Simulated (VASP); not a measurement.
# NiO (Fm-3m) in VASP: a series of runs

NiO is run at these levels: BLYP, PBEsol+U, LDA+U, PBE+D4+U; tasks: density of states, single point.

Program: VASP 6.6.1. These are calculated values, not measurements. Logs are shortened: lines on timing, memory, paths and dates and some standing lists are left out, and cuts for length are marked.

### Step 1. The cell of the first run

It takes space group Fm-3m (No. 225, cubic). The conventional cell has a = 4.172 Å, b = 4.172 Å, c = 4.172 Å, α = 90.00°, β = 90.00°, γ = 90.00°. Ni (site symmetry m-3m) has 6 O at 2.09 Å within 2.8 Å. Within 2.8 Å of O (site symmetry m-3m) lie 6 Ni at 2.09 Å.

### Step 2. Density of states, BLYP, collinear spin, ferromagnetic start

POSCAR

```
NiO
1.0
    0.0000000000      2.0859016414      2.0859016414
    2.0859016414      0.0000000000      2.0859016414
    2.0859016414      2.0859016414      0.0000000000
Ni O
1 1
Direct
    0.0000000000      0.0000000000      0.0000000000
    0.5000000000      0.5000000000      0.5000000000
```

INCAR.step1

```
PREC = Accurate
ENCUT = 520
EDIFF = 1E-7
ISMEAR = -1
SIGMA = 0.05
LREAL = F
LASPH = T
NELM = 150
ALGO = Normal
ISIF = 2
LWAVE = F
LCHARG = T
ISPIN = 2
MAGMOM = 1 0
LMAXMIX = 4
GGA = B5
ALDAX = 1.0
AGGAX = 1.0
AGGAC = 1.0
ALDAC = 0.0
NBANDS = 19
```

KPOINTS.step1

```
Automatic mesh
0
Gamma
  6 6 6
```

INCAR.step2

```
PREC = Accurate
ENCUT = 520
EDIFF = 1E-7
ISMEAR = -5
SIGMA = 0.05
LREAL = F
LASPH = T
NELM = 150
ALGO = Normal
ISIF = 2
LWAVE = F
LCHARG = F
ISPIN = 2
MAGMOM = 1 0
LORBIT = 11
LMAXMIX = 4
GGA = B5
ALDAX = 1.0
AGGAX = 1.0
AGGAC = 1.0
ALDAC = 0.0
NEDOS = 2001
ICHARG = 11
```

KPOINTS.step2

```
Automatic mesh
0
Gamma
  9 9 9
```

Potentials or basis: VASP PAW PBE potentials, release 64 (Ni, O).

Launch:

```bash
$ cat potpaw_PBE.64/Ni/POTCAR potpaw_PBE.64/O/POTCAR > POTCAR
$ cp INCAR.step1 INCAR
$ cp KPOINTS.step1 KPOINTS
$ mpirun -np 1 vasp_std > vasp.out
$ cp INCAR.step2 INCAR
$ cp KPOINTS.step2 KPOINTS
$ mpirun -np 1 vasp_std > vasp.out
```

OUTCAR:

```text
PREC = Accurate
   ENCUT = 520
   EDIFF = 1E-7
   ISMEAR = -5
   LREAL = F
   LASPH = T
   NELM = 150
   ISIF = 2
   ISPIN = 2
   LORBIT = 11
   GGA = B5
   ICHARG = 11

 ion  position               nearest neighbor table
   1  0.000  0.000  0.000-   2 2.09   2 2.09   2 2.09   2 2.09   2 2.09   2 2.09
   2  0.500  0.500  0.500-   1 2.09   1 2.09   1 2.09   1 2.09   1 2.09   1 2.09

  LATTYP: Found a face centered cubic cell.
 ALAT       =     4.1718032828

  Lattice vectors:

 A1 = (   0.0000000000,   2.0859016414,   2.0859016414)
 A2 = (   2.0859016414,   0.0000000000,   2.0859016414)
 A3 = (   2.0859016414,   2.0859016414,   0.0000000000)

Analysis of symmetry for initial positions (statically):
=====================================================================
 Subroutine PRICEL returns:
 Original cell was already a primitive cell.

 Routine SETGRP: Setting up the symmetry group for a
 face centered cubic supercell.

 Subroutine GETGRP returns: Found 48 space group operations
 (whereof 48 operations were pure point group operations)
 out of a pool of 48 trial point group operations.

The static configuration has the point symmetry O_h .

Analysis of symmetry for dynamics (positions and initial velocities):
=====================================================================
 Subroutine PRICEL returns:
 Original cell was already a primitive cell.

 Routine SETGRP: Setting up the symmetry group for a
 face centered cubic supercell.

 Subroutine GETGRP returns: Found 48 space group operations
 (whereof 48 operations were pure point group operations)
 out of a pool of 48 trial point group operations.

The dynamic configuration has the point symmetry O_h .

Analysis of structural, dynamic, and magnetic symmetry:
=====================================================================
 Subroutine PRICEL returns:
 Original cell was already a primitive cell.

 Routine SETGRP: Setting up the symmetry group for a
 face centered cubic supercell.

 Subroutine GETGRP returns: Found 48 space group operations
 (whereof 48 operations were pure point group operations)
 out of a pool of 48 trial point group operations.

The overall configuration has the point symmetry O_h .

 Subroutine INISYM returns: Found 48 space group operations
 (whereof 48 operations are pure point group operations),
 and found     1 'primitive' translations

----------------------------------------------------------------------------------------

                                     Primitive cell

  volume of cell :      18.1515

  direct lattice vectors                    reciprocal lattice vectors
     0.000000000  2.085901641  2.085901641    -0.239704495  0.239704495  0.239704495
     2.085901641  0.000000000  2.085901641     0.239704495 -0.239704495  0.239704495
[... 131 lines left out ...]
  free energy    TOTEN  =       -10.57022335 eV

  energy without entropy =      -10.57022335  energy(sigma->0) =      -10.57022335

 E-fermi :   8.3081     XC(G=0): -12.1149

 val. band max:        8.4010884830   @ k =  -0.3333   0.2222   0.0000
 cond. band min:       8.1939330243   @ k =   0.1111   0.0000   0.0000
 fundamental gap:     -0.2071554586
 Fermi energy:         8.3080737996

 spin component 1

 k-point     1 :       0.0000    0.0000    0.0000
  band No.  band energies     occupation
      1     -11.9921      1.00000
      2       5.2597      1.00000
      3       5.2599      1.00000
      4       5.2717      1.00000
      5       5.2717      1.00000
      6       5.2717      1.00000
      7       5.6340      1.00000
      8       5.6341      1.00000
      9       5.6342      1.00000
     10      10.1163      0.00000
     11      26.8763      0.00000
     12      27.5597      0.00000
     13      27.5597      0.00000
[... 356 lines left out ...]
      2       1.4331      1.00000
      3       4.0014      1.00000
      4       4.0014      1.00000
      5       4.8286      1.00000
      6       5.5869      1.00000
      7       6.2596      1.00000
      8       6.6467      1.00000
      9       6.6467      1.00000
     10      14.6052      0.00000
     11      19.1230      0.00000
     12      21.0648      0.00000
     13      25.0165      0.00000

 [... further k-points ...]

 spin component 2

 k-point     1 :       0.0000    0.0000    0.0000
  band No.  band energies     occupation
      1     -11.5555      1.00000
      2       5.7793      1.00000
      3       5.7793      1.00000
      4       5.7793      1.00000
      5       6.3941      1.00000
      6       6.3943      1.00000
      7       6.3946      1.00000
      8       7.6653      1.00000
      9       7.6657      1.08477
     10      10.4520      0.00000
     11      26.8342      0.00000
     12      27.7623      0.00000
     13      27.7626      0.00000
[... 356 lines left out ...]
      2       1.8154      1.00000
      3       4.4603      1.00000
      4       4.4603      1.00000
      5       5.4984      1.00000
      6       7.4830      1.00000
      7       7.4832      1.00000
      8       8.0751      1.18041
      9       8.7061      0.00000
     10      15.0109      0.00000
     11      19.4755      0.00000
     12      21.3128      0.00000
     13      25.3656      0.00000

 [... further k-points ...]
[... 5 lines left out ...]
  --------------------------------------------------------------------------------------
  -------------------------------------------------------------------------------------
  Total        1.2489797      1.2489797      1.2489797     -0.0000000      0.0000000      0.0000000
  in kB      110.2438833    110.2438833    110.2438833     -0.0000000      0.0000000      0.0000000
  external PRESSURE =     110.2438833 kB  Pullay stress =       0.0000000 kB

 VOLUME and BASIS-vectors are now :
 -----------------------------------------------------------------------------
  energy-cutoff  :      520.00
  volume of cell :       18.15
      direct lattice vectors                 reciprocal lattice vectors
     0.000000000  2.085901641  2.085901641    -0.239704495  0.239704495  0.239704495
     2.085901641  0.000000000  2.085901641     0.239704495 -0.239704495  0.239704495
     2.085901641  2.085901641  0.000000000     0.239704495  0.239704495 -0.239704495

 POSITION                                       TOTAL-FORCE (eV/Angst)
 -----------------------------------------------------------------------------------
      0.00000      0.00000      0.00000         0.000000      0.000000      0.000000
      2.08590      2.08590      2.08590         0.000000      0.000000      0.000000
 -----------------------------------------------------------------------------------
    total drift:                                0.000000     -0.000000     -0.000000

  FREE ENERGIE OF THE ION-ELECTRON SYSTEM (eV)
  ---------------------------------------------------
  free  energy   TOTEN  =       -10.5702233476 eV

  energy  without entropy=      -10.5702233476  energy(sigma->0) =      -10.57022335

 total charge

# of ion       s       p       d       tot
------------------------------------------
    1        0.330   0.402   8.269   9.001
    2        1.550   3.459   0.000   5.009
--------------------------------------------------
tot          1.880   3.860   8.269  14.010

 magnetization (x)

# of ion       s       p       d       tot
------------------------------------------
    1        0.011   0.014   1.417   1.441
    2        0.029   0.250   0.000   0.279
--------------------------------------------------
tot          0.039   0.264   1.417   1.720
```

OUTCAR.step1:

```text
PREC = Accurate
   ENCUT = 520
   EDIFF = 1E-7
   ISMEAR = -1
   LREAL = F
[... 935 lines left out ...]
      0.00000      0.00000      0.00000         0.000000     -0.000000     -0.000000
      2.08590      2.08590      2.08590        -0.000000      0.000000      0.000000
 -----------------------------------------------------------------------------------
    total drift:                                0.000000     -0.000000     -0.000000

  FREE ENERGIE OF THE ION-ELECTRON SYSTEM (eV)
  ---------------------------------------------------
  free  energy   TOTEN  =       -10.5890847600 eV

  energy  without entropy=      -10.5843485006  energy(sigma->0) =      -10.58671663
```

OSZICAR.step1:

```text
N       E                     dE             d eps       ncg     rms          rms(c)
DAV:   1     0.892002030652E+02    0.89200E+02   -0.69568E+03  1304   0.103E+03
DAV:   2    -0.751228653298E+01   -0.96712E+02   -0.84757E+02  1266   0.240E+02
DAV:   3    -0.129189450673E+02   -0.54067E+01   -0.51854E+01  1414   0.581E+01
DAV:   4    -0.129680319766E+02   -0.49087E-01   -0.49006E-01  1357   0.534E+00
DAV:   5    -0.129687732420E+02   -0.74127E-03   -0.74117E-03  1407   0.669E-01    0.146E+01
DAV:   6    -0.118596323130E+02    0.11091E+01   -0.11612E+01  1577   0.575E+01    0.166E+01
DAV:   7    -0.105731212723E+02    0.12865E+01   -0.52003E+00  1467   0.478E+01    0.608E+00
DAV:   8    -0.105640928618E+02    0.90284E-02   -0.25672E-01  1547   0.811E+00    0.446E+00
DAV:   9    -0.105839160476E+02   -0.19823E-01   -0.58443E-02  1669   0.482E+00    0.181E+00
DAV:  10    -0.105830818791E+02    0.83417E-03   -0.21111E-02  1759   0.208E+00    0.128E+00
DAV:  11    -0.105895750635E+02   -0.64932E-02   -0.50925E-03  1511   0.185E+00    0.397E-01
DAV:  12    -0.105889275773E+02    0.64749E-03   -0.30390E-03  1704   0.114E+00    0.143E-01
DAV:  13    -0.105890667678E+02   -0.13919E-03   -0.44209E-04  1342   0.225E-01    0.679E-02
DAV:  14    -0.105890546777E+02    0.12090E-04   -0.30137E-05  1340   0.468E-02    0.682E-02
DAV:  15    -0.105890841360E+02   -0.29458E-04   -0.11132E-05  1475   0.785E-02    0.111E-02
DAV:  16    -0.105890848146E+02   -0.67858E-06   -0.26497E-06  1557   0.247E-02    0.399E-03
DAV:  17    -0.105890847600E+02    0.54611E-07   -0.26851E-07  1078   0.593E-03
   1 F= -.10589085E+02 E0= -.10586717E+02  d E =-.473626E-02  mag=     1.7138
```

Wall time 17 s (1 thread of Intel Xeon 6975P-C (Granite Rapids), shared host); peak memory 0.15 GiB.

What came out:

| Item | Value |
| --- | --- |
| Net moment | 1.71 μB per cell |
| Site moments | Ni +1.44; O +0.28 μB |
| Valence electrons inside the program's atomic spheres | Ni 9.00; O 5.01 |

Caveat: the k points lie up to 0.43 Å⁻¹ apart; the PAW data sets were made with another functional, which shifts forces and pressure a little; a cell with one magnetic atom can't hold antiferromagnetic order, which such compounds often take; semilocal functionals often make such compounds metallic where correlation or magnetic order opens a gap, which also shifts bond lengths; tetrahedron occupations give inexact forces and stress in metals.

### Step 3. Single point, PBEsol+U, collinear spin, ferromagnetic start

INCAR

```
SYSTEM = NiO
PREC = Accurate
ENCUT = 520
EDIFF = 1E-6
ISMEAR = -1
SIGMA = 0.05
LREAL = .False.
LASPH = .True.
NELM = 150
ALGO = Normal
ISIF = 2
LWAVE = .False.
LCHARG = .True.
ISPIN = 2
MAGMOM = 1 0
LORBIT = 11
LMAXMIX = 4
LDAU = .True.
LDAUTYPE = 2
LDAUL = 2 -1
LDAUU = 6 0
LDAUJ = 0 0
LDAUPRINT = 1
GGA = PS
LELF = .True.
LVHAR = .True.
NBANDS = 19
```

KPOINTS

```
Automatic mesh
0
Gamma
  11 11 11
  0 0 0
```

POSCAR is that of step 2.

Potentials or basis: VASP PAW PBE potentials, release 64 (Ni, O).

Launch:

```bash
$ cat potpaw_PBE.64/Ni/POTCAR potpaw_PBE.64/O/POTCAR > POTCAR
$ mpirun -np 1 vasp_std > vasp.out
```

Run time: 26 s. Hardware: 1 thread of Intel Xeon 6975P-C, shared host; peak memory 0.17 GiB.

It converged, with:

* Free energy: -11.0080 eV
* Pressure: -6.7 GPa
* Band gap on the k mesh: 2.21 eV, indirect (least direct gap 2.87 eV)
* Net moment: 2.00 μB per cell
* Site moments: Ni +1.80; O +0.19 μB
* Valence electrons inside the program's atomic spheres: Ni 9.02; O 5.00

Levels at points of the mesh, in eV from the valence-band top:
Spin up:
```csv
k point,band 5,band 6,band 7,band 8,band 9,band 10,band 11,band 12,band 13,band 14
"(0.00, 0.00, 0.00)",-4.89,-4.89,-1.50,-1.50,-1.50,2.65,17.83,17.83,17.83,18.76
```
Spin down:
| k point | band 4 | band 5 | band 6 | band 7 | band 8 | band 9 | band 10 | band 11 |
| --- | --- | --- | --- | --- | --- | --- | --- | --- |
| (0.00, 0.00, 0.00) | -3.80 | -1.12 | -1.12 | -1.12 | 2.21 | 2.21 | 3.02 | 18.14 |

Eigenvalues of the final occupation matrices:
| site | spin | trace | eigenvalues |
| --- | --- | --- | --- |
| site 1 d | 1 | 5.02 | 0.98 0.98 0.98 1.04 1.04 |
| site 1 d | 2 | 3.24 | 0.15 0.15 0.98 0.98 0.98 |

Caveat: the PAW data sets were made with another functional, which shifts forces and pressure a little; a cell with one magnetic atom can't hold antiferromagnetic order, which such compounds often take. The state reached can hang on the start; a lower one may exist.

[end of part 1 of 2]
